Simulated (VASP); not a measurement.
WSe: single point with r2SCAN

System: WSe, a slab with vacuum.

```
CELL_PARAMETERS angstrom
2.79138 2.64695 0.00000
2.79138 -2.64695 0.00000
0.96070 0.00000 -15.47680
ATOMIC_POSITIONS crystal
W 0.72130 0.72130 0.59435
W 0.27870 0.27870 0.40565
Se 0.23790 0.23790 0.56550
Se 0.76210 0.76210 0.43450
```

```json
{
 "Program": "VASP 6.6.1",
 "Task": "single point",
 "Functional": "r2SCAN",
 "Potentials or basis": "VASP PAW PBE potentials, release 64 (W_sv, Se)",
 "Cutoff": "520 eV",
 "k mesh": "9 × 9 × 3",
 "Occupations": "fermi-dirac, width 0.1 eV",
 "Spin": "no spin polarisation"
}
```

```json
{"Largest force": "0.445 eV/Å", "Band gap on the k mesh": "zero (bands 20 and 21 overlap by 0.49 eV)"}
```

Forces in eV/Å, atoms in the order of the input:
```
W   -0.228  0.000  0.272
W    0.228  0.000 -0.272
Se   0.128  0.000 -0.426
Se  -0.128  0.000  0.426
```

Levels at points of the mesh, in eV from the Fermi level:
```tsv
k point	band 16	band 17	band 18	band 19	band 20	band 21	band 22	band 23	band 24	band 25
(0.00, 0.00, 0.00)	-2.37	-2.15	-1.79	-0.82	-0.30	-0.15	0.28	0.34	0.37	0.38
```

Wall time 25 min on 1 thread of AMD EPYC 9R45 96-Core Processor (Zen 5) (shared host), peak memory 0.59 GiB.

Caveat: there is no dipole correction, which matters where the two faces differ; the PAW data sets were made with another functional, which shifts forces and pressure a little; spin-orbit coupling is left out, which moves the levels of the heavy elements.
